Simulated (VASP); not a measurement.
A run of VASP 6.6.1 is set up as follows.

INCAR

```
SYSTEM = Nb
ALGO     = Fast           ! electronic algorithm
EDIFF    = 1E-6           ! SCF threshold, eV
ENCUT    = 520            ! plane-wave cutoff, eV
GGA      = PS             ! functional
ISIF     = 2              ! what is computed and relaxed
ISMEAR   = 0              ! smearing method
LASPH    = .True.         ! aspherical terms in the spheres
LCHARG   = .False.        ! write CHGCAR
LREAL    = .False.        ! projectors in reciprocal space
LWAVE    = .False.        ! write WAVECAR
NBANDS   = 12             ! bands
NELM     = 100            ! most SCF steps
PREC     = Accurate       ! precision mode
SIGMA    = 0.15           ! smearing width, eV
```

File KPOINTS:

```
k-points
0
Gamma
  22 22 22
  0 0 0
```

Contents of POSCAR:

```
Nb
1.0
   -1.5246113712      1.5246113712      1.9819947826
    1.5246113712     -1.5246113712      1.9819947826
    1.5246113712      1.5246113712     -1.9819947826
Nb
1
Direct
    0.0000000000      0.0000000000      0.0000000000
```

Potentials or basis: VASP PAW PBE potentials, release 64 (Nb_sv).

Command:

```sh
$ cat potpaw_PBE.64/Nb_sv/POTCAR > POTCAR
$ mpirun -np 1 vasp_std > vasp.out
```

What does it give for the pressure?

-4.3 GPa.

Stress tensor (GPa, compression positive):
```
  1.64   0.00   0.00
  0.00   1.64   0.00
  0.00   0.00 -16.12
```

Caveat: the PAW data sets were made with another functional, which shifts forces and pressure a little.
